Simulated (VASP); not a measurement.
# BN in VASP: further runs

Runs on BN. Level: LDA. Tasks: electric field gradients.

Everything below comes from runs of VASP 6.6.1. Logs are shortened: lines on timing, memory, paths and dates and some standing lists are left out, and cuts for length are marked.

## 1. The cell of the first run

The structure is cubic, space group F-43m (No. 216). Conventional cell: a = 3.591 Å, b = 3.591 Å, c = 3.591 Å, α = 90.00°, β = 90.00°, γ = 90.00°. B (site symmetry -43m) has 4 N at 1.55 Å within 2.1 Å. N (site symmetry -43m) has 4 B at 1.55 Å within 2.1 Å.

## 2. Electric field gradients, LDA (volume scaled by 0.98)

Input file INCAR:

```
PREC = Accurate
ENCUT = 910
EDIFF = 1E-8
ISMEAR = -1
SIGMA = 0.02
LREAL = F
LASPH = T
NELM = 120
ALGO = Normal
ISIF = 2
LWAVE = F
LCHARG = F
GGA = CA
LEFG = T
NBANDS = 11
GGA_COMPAT = F
```

Input file KPOINTS:

```
regular mesh
0
Gamma
  11 11 11
```

Input file POSCAR:

```
BN
1.0
    0.0000000000      1.7953687620      1.7953687620
    1.7953687620      0.0000000000      1.7953687620
    1.7953687620      1.7953687620      0.0000000000
B N
1 1
Direct
    0.0000000000      0.0000000000      0.0000000000
    0.7500000000      0.7500000000      0.7500000000
```

Potentials or basis: VASP PAW LDA potentials, release 64 (B_h, N_h).

Command:

```sh
cat potpaw_LDA.64/B_h/POTCAR potpaw_LDA.64/N_h/POTCAR > POTCAR
mpirun -np 1 vasp_std > vasp.out
```

OUTCAR:

```text
PREC = Accurate
   ENCUT = 910
   EDIFF = 1E-8
   ISMEAR = -1
   LREAL = F
   LASPH = T
   NELM = 120
   ISIF = 2
   GGA = CA

 ion  position               nearest neighbor table
   1  0.000  0.000  0.000-
   2  0.750  0.750  0.750-

  LATTYP: Found a face centered cubic cell.
 ALAT       =     3.5907375240

  Lattice vectors:

 A1 = (   0.0000000000,   1.7953687620,   1.7953687620)
 A2 = (   1.7953687620,   0.0000000000,   1.7953687620)
 A3 = (   1.7953687620,   1.7953687620,   0.0000000000)

Analysis of symmetry for initial positions (statically):
=====================================================================
 Subroutine PRICEL returns:
 Original cell was already a primitive cell.

 Routine SETGRP: Setting up the symmetry group for a
 face centered cubic supercell.

 Subroutine GETGRP returns: Found 24 space group operations
 (whereof 24 operations were pure point group operations)
 out of a pool of 48 trial point group operations.

The static configuration has the point symmetry T_d .

Analysis of symmetry for dynamics (positions and initial velocities):
=====================================================================
 Subroutine PRICEL returns:
 Original cell was already a primitive cell.

 Routine SETGRP: Setting up the symmetry group for a
 face centered cubic supercell.

 Subroutine GETGRP returns: Found 24 space group operations
 (whereof 24 operations were pure point group operations)
 out of a pool of 48 trial point group operations.

The dynamic configuration has the point symmetry T_d .

 Subroutine INISYM returns: Found 24 space group operations
 (whereof 24 operations are pure point group operations),
 and found     1 'primitive' translations

----------------------------------------------------------------------------------------

                                     Primitive cell

  volume of cell :      11.5742

  direct lattice vectors                    reciprocal lattice vectors
     0.000000000  1.795368762  1.795368762    -0.278494319  0.278494319  0.278494319
     1.795368762  0.000000000  1.795368762     0.278494319 -0.278494319  0.278494319
     1.795368762  1.795368762  0.000000000     0.278494319  0.278494319 -0.278494319

  length of vectors
     2.539034853  2.539034853  2.539034853     0.482366309  0.482366309  0.482366309

  position of ions in fractional coordinates (direct lattice)
     0.000000000  0.000000000  0.000000000
     0.750000000  0.750000000  0.750000000

  ion indices of the primitive-cell ions
   primitive index   ion index
                 1           1
                 2           2

----------------------------------------------------------------------------------------

 KPOINTS: regular mesh

Automatic generation of k-mesh.
 Grid dimensions read from file:
 generate k-points for:   11   11   11

 Generating k-lattice:

  Cartesian coordinates                     Fractional coordinates (reciprocal lattice)
    -0.025317665  0.025317665  0.025317665     0.090909091  0.000000000  0.000000000
     0.025317665 -0.025317665  0.025317665     0.000000000  0.090909091  0.000000000
     0.025317665  0.025317665 -0.025317665     0.000000000  0.000000000  0.090909091

  Length of vectors
     0.043851483  0.043851483  0.043851483

  Shift w.r.t. Gamma in fractional coordinates (k-lattice)
     0.000000000  0.000000000  0.000000000

 Subroutine IBZKPT returns following result:
 ===========================================

 Found     56 irreducible k-points:

 Following reciprocal coordinates:
            Coordinates               Weight
  0.000000  0.000000  0.000000      1.000000
  0.090909  0.000000  0.000000      8.000000
  0.181818  0.000000  0.000000      8.000000
  0.272727  0.000000  0.000000      8.000000
  0.363636  0.000000  0.000000      8.000000
  0.454545  0.000000  0.000000      8.000000
[... 16 lines left out ...]
 -0.272727  0.181818  0.000000     24.000000
 -0.181818  0.181818  0.000000     12.000000
 [... further k-points ...]
   k-points           NKPTS =     56   k-points in BZ     NKDIM =     56   number of bands    NBANDS=     11
   number of dos      NEDOS =    301   number of ions     NIONS =      2
   total plane-waves  NPLWV =  21952
   dimension x,y,z NGX =    28 NGY =   28 NGZ =   28
   dimension x,y,z NGXF=    56 NGYF=   56 NGZF=   56
   ions per type =               1   1
   NGX,Y,Z   is equivalent  to a cutoff of  18.33, 18.33, 18.33 a.u.
   NGXF,Y,Z  is equivalent  to a cutoff of  36.67, 36.67, 36.67 a.u.
 SYSTEM =  unknown system
   PREC   = accura    normal or accurate (medium, high low for compatibility)
   ISTART =      0    job   : 0-new  1-cont  2-samecut
   ICHARG =      2    charge: 1-file 2-atom 10-const
   ISPIN  =      1    spin polarized calculation?
   LNONCOLLINEAR =      F non collinear calculations
   LSORBIT =      F    spin-orbit coupling
   LASPH  =      T    aspherical Exc in radial PAW
   ENCUT  =  910.0 eV  66.88 Ry    8.18 a.u.   6.25  6.25  6.25*2*pi/ulx,y,z
   NELM   =    120;   NELMIN=  2; NELMDL= -5     # of ELM steps
   EDIFF  = 0.1E-07   stopping-criterion for ELM
   LREAL  =      F    real-space projection
   EDIFFG = 0.1E-06   stopping-criterion for IOM
   NSW    =      0    number of steps for IOM
   IBRION =     -1    ionic relax: 0-MD 1-quasi-New 2-CG
   NFREE  =      0    steps in history (QN), initial steepest desc. (CG)
   ISIF   =      2    stress and relaxation
   ISYM   =      2    0-nonsym 1-usesym 2-fastsym
   POTIM  = 0.5000    time-step for ionic-motion
   TEBEG  =    0.0;   TEEND  =   0.0 temperature during run
   PSTRESS=    0.0 pullay stress
   NELECT =       8.0000    total number of electrons
   NUPDOWN=      -1.0000    fix difference up-down
   EMIN   =  10.00;   EMAX   =-10.00  energy-range for DOS
   EFERMI =   0.00;   METHOD = LEGACY
   ISMEAR =    -1;   SIGMA  =   0.02  broadening in eV -4-tet -1-fermi 0-gaus
   EFERMI_NEDOS =   21; number of points for ismear=-14 and -15
   IALGO  =     38    algorithm
   IMIX   =      4    mixing-type and parameters
     AMIX     =   0.40;   BMIX     =  1.00
     AMIX_MAG =   1.60;   BMIX_MAG =  1.00
  volume/ion in A,a.u.               =       5.79        39.05
  Fermi-wavevector in a.u.,A,eV,Ry     =   1.447464  2.735311 28.506282  2.095153
  Thomas-Fermi vector in A             =   2.565416
   LORBIT       =      0    0 simple, 1 ext, 2 COOP (PROOUT), +10 PAW based schemes
   GGA     = CA    functional components
   LHFCALC =     F    Hartree Fock is set to
   AEXX    =    0.0000 exact exchange contribution
   IVDW    =     0    specifies the selected vdW correction
   LEPSILON=     F    determine dielectric tensor
   LRPA    =     F    only Hartree local field effects (RPA)
 non-spin polarized calculation
  energy-cutoff  :      910.00
  volume of cell :       11.57
 maximum number of plane-waves:       736
 NGX is ok and might be reduce to    28
   NGX = 13   NGY = 13   NGZ = 13

 number of electron       8.0000000 magnetization

 Free energy of the ion-electron system (eV)
  ---------------------------------------------------
  ext. energy  EPLUGINS =         0.00000000
  ---------------------------------------------------
  free energy    TOTEN  =       -19.41906184 eV

  energy without entropy =      -19.41906184  energy(sigma->0) =      -19.41906184

 E-fermi :   9.6656     XC(G=0): -13.3658

 val. band max:        9.1351484161   @ k =   0.0000   0.0000   0.0000
 cond. band min:      13.6129970086   @ k =   0.4545   0.4545   0.0000
 fundamental gap:      4.4778485925
 Fermi energy:         9.6655954497

 k-point     1 :       0.0000    0.0000    0.0000
  band No.  band energies     occupation
      1     -11.1663      2.00000
      2       9.1351      2.00000
      3       9.1351      2.00000
      4       9.1351      2.00000
      5      17.9172      0.00000
      6      17.9172      0.00000
      7      17.9172      0.00000
      8      19.9036      0.00000
      9      34.0121      0.00000
     10      37.1579      0.00000
     11      37.1579      0.00000

 k-point     2 :       0.0909    0.0000    0.0000
  band No.  band energies     occupation
      1     -10.9614      2.00000
      2       8.0592      2.00000
      3       8.9157      2.00000
      4       8.9157      2.00000
      5      18.2128      0.00000
      6      18.2471      0.00000
      7      18.2471      0.00000
      8      20.5143      0.00000
      9      33.6565      0.00000
     10      34.6079      0.00000
     11      34.6079      0.00000
[... 295 lines left out ...]
 k-point    24 :      -0.1818    0.1818    0.0000
  band No.  band energies     occupation
      1      -9.0578      2.00000
      2       3.5485      2.00000
      3       5.2976      2.00000
      4       8.0649      2.00000
      5      19.7233      0.00000
      6      19.8861      0.00000
      7      20.2617      0.00000
      8      22.8364      0.00000
      9      30.4300      0.00000
     10      31.3823      0.00000
     11      36.1533      0.00000

 [... further k-points ...]
[... 5 lines left out ...]
  --------------------------------------------------------------------------------------
  -------------------------------------------------------------------------------------
  Total       -0.2115433     -0.2115433     -0.2115433     -0.0000000      0.0000000      0.0000000
  in kB      -29.2832226    -29.2832226    -29.2832226     -0.0000000      0.0000000      0.0000000
  external PRESSURE =     -29.2832226 kB  Pullay stress =       0.0000000 kB

 VOLUME and BASIS-vectors are now :
 -----------------------------------------------------------------------------
  energy-cutoff  :      910.00
  volume of cell :       11.57
      direct lattice vectors                 reciprocal lattice vectors
     0.000000000  1.795368762  1.795368762    -0.278494319  0.278494319  0.278494319
     1.795368762  0.000000000  1.795368762     0.278494319 -0.278494319  0.278494319
     1.795368762  1.795368762  0.000000000     0.278494319  0.278494319 -0.278494319

 POSITION                                       TOTAL-FORCE (eV/Angst)
 -----------------------------------------------------------------------------------
      0.00000      0.00000      0.00000        -0.000000     -0.000000     -0.000000
      2.69305      2.69305      2.69305         0.000000      0.000000      0.000000
 -----------------------------------------------------------------------------------
    total drift:                               -0.000000     -0.000000      0.000000

  FREE ENERGIE OF THE ION-ELECTRON SYSTEM (eV)
  ---------------------------------------------------
  free  energy   TOTEN  =       -19.4190618443 eV

  energy  without entropy=      -19.4190618443  energy(sigma->0) =      -19.41906184

 Electric field gradients (V/A^2)
---------------------------------------------------------------------
 ion       V_xx      V_yy      V_zz      V_xy      V_xz      V_yz
---------------------------------------------------------------------
   1      -0.000    -0.000    -0.000     0.000     0.000     0.000
   2      -0.000    -0.000     0.000    -0.000    -0.000    -0.000
---------------------------------------------------------------------

 Electric field gradients after diagonalization (V/A^2)
 (convention: |V_zz| > |V_xx| > |V_yy|)
----------------------------------------------------------------------
 ion       V_xx      V_yy      V_zz     asymmetry (V_yy - V_xx)/ V_zz
----------------------------------------------------------------------
   1      -0.000    -0.000     0.000       0.000
   2       0.000     0.000    -0.001       0.000
----------------------------------------------------------------------

           NMR quadrupolar parameters

 Cq : quadrupolar parameter    Cq=e*Q*V_zz/h
 eta: asymmetry parameters     (V_yy - V_xx)/ V_zz
 Q  : nuclear electric quadrupole moment in mb (millibarn)
----------------------------------------------------------------------
 ion       Cq(MHz)       eta       Q (mb)
----------------------------------------------------------------------
   1       0.000       0.000       1.000
   2      -0.000       0.000       1.000
----------------------------------------------------------------------
```

Run time: 8.2 s. Hardware: 1 thread of Intel Xeon 6975P-C (Granite Rapids), shared host; peak memory 0.14 GiB.

What came out:

| Item | Value |
| --- | --- |
| Free energy | -19.4191 eV |
| Pressure | -2.9 GPa |
| Band gap on the k mesh | 4.48 eV, indirect (least direct gap 8.78 eV) |

Caveat: the cutoff is under 1.25 times the usual one of these potentials, so pressure, stress and relaxed cells hold a basis-set (Pulay) error; without QUAD_EFG the Cq values of the log hold for a quadrupole moment of 1 mb, not for the nuclei.

(Continued in part 2 of 2.)
